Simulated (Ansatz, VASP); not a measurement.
## One calculation of BP, two programs

File POSCAR:

```
BP
1.0
    0.0000000000      2.2677136497      2.2677136497
    2.2677136497      0.0000000000      2.2677136497
    2.2677136497      2.2677136497      0.0000000000
B P
1 1
Direct
    0.0000000000      0.0000000000      0.0000000000
    0.7500000000      0.7500000000      0.7500000000
```

The input INCAR.step1:

```
PREC = Accurate
ENCUT = 520
ISMEAR = 1
SIGMA = 0.001
LREAL = False
LASPH = True
NELM = 60
NBANDS = 11
GGA = PE
ALGO = Normal
EDIFF = 1E-4
LWAVE = True
LCHARG = False
```

File INCAR.step2:

```
PREC = Accurate
ENCUT = 520
EDIFF = 1E-6
ISMEAR = 1
SIGMA = 0.001
LREAL = False
LASPH = True
NELM = 60
ALGO = Normal
ISIF = 2
LWAVE = False
LCHARG = False
METAGGA = R2SCAN
LMIXTAU = True
IVDW = 13
VDW_S6 = 1.0
VDW_S8 = 0.6018749
VDW_A1 = 0.51559235
VDW_A2 = 5.77342911
NBANDS = 11
ISTART = 1
```

Contents of KPOINTS:

```
Automatic mesh
0
Gamma
  8 8 8
```

Input for Ansatz:

```yaml
crystal:
  lattice:
    - [0.0, 2.2677136497, 2.2677136497]
    - [2.2677136497, 0.0, 2.2677136497]
    - [2.2677136497, 2.2677136497, 0.0]
  atoms:
    - { symbol: B, position: [0.0, 0.0, 0.0] }
    - { symbol: P, position: [0.75, 0.75, 0.75] }
basis:
  ecutwfc: 500
  ecutrho_ratio: 4
kpoints:
  mp_grid: { grid: [8, 8, 8] }
hamiltonian:
  xc: r2scan
  dispersion: d4
scf:
  occupations: { method: methfessel_paxton, width: 0.001 }
output:
  forces: true
  stress: true
  write_density: true
  write_potential: true
  elf: true
  volumetric_format: npy
```

Alike in both runs: task single point; functional r2SCAN; dispersion D4; k mesh 8 × 8 × 8; occupations methfessel-paxton of order 1, width 0.001 eV; no spin polarisation.

|  | VASP | Ansatz |
| --- | --- | --- |
| version | VASP 6.6.1 | Ansatz 0.2.0 |
| potentials or method | VASP PAW PBE potentials, release 64 (B, P), cutoff 520 eV | scalar-relativistic, plane waves, PAW |
| valence electrons in the cell | 8 | 8 |

VASP gave:

```
gap on the k mesh at the Fermi level (eV) : 1.47
pressure (GPa)                            : -2.2
```

Question: Which values does Ansatz return?

Answer: gap on the k mesh at the Fermi level (eV): 1.44; pressure (GPa): -1.6.

VASP's potentials were made for PBE, not for r2SCAN.
